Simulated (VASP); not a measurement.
Here is a VASP 6.6.1 calculation.

Contents of INCAR:

```
  PREC = Accurate
  ENCUT = 500
  EDIFF = 1E-6
  ISMEAR = 0
  SIGMA = 0.01
  LREAL = False
  LASPH = True
  NELM = 120
  ALGO = Normal
  ISIF = 2
  LWAVE = False
  LCHARG = True
  LELF = True
  LVHAR = True
  NBANDS = 36
  GGA_COMPAT = False
```

KPOINTS

```
Automatic mesh
0
Gamma
  6 6 6
```

File POSCAR:

```
ZnS
1.0
    1.9030700000      1.0987379768      9.3519466667
   -1.9030700000      1.0987379768      9.3519466667
    0.0000000000     -2.1974759536      9.3519466667
Zn S
3 3
Direct
    0.9999666667      0.9999666667      0.9999666667
    0.2222700000      0.2222700000      0.2222700000
    0.4446133333      0.4446133333      0.4446133333
    0.0832700000      0.0832700000      0.0832700000
    0.5278433333      0.5278433333      0.5278433333
    0.3053600000      0.3053600000      0.3053600000
```

Potentials or basis: VASP PAW LDA potentials, release 64 (Zn, S).

Run with:

```sh
$ cat potpaw_LDA.64/Zn/POTCAR potpaw_LDA.64/S/POTCAR > POTCAR
$ mpirun -np 1 vasp_std > vasp.out
```

What does it give for the band gap on the k mesh?

1.97 eV.

Estimate the pressure.

-3.7 GPa.

Forces in eV/Å, atoms in the order of the input:
```
Zn   0.000  0.000 -0.003
Zn   0.000  0.000  0.000
Zn   0.000  0.000 -0.012
S    0.000  0.000  0.006
S    0.000  0.000  0.002
S    0.000  0.000  0.008
```

Caveat: the cell stands under tension. A k mesh can miss the band edges.
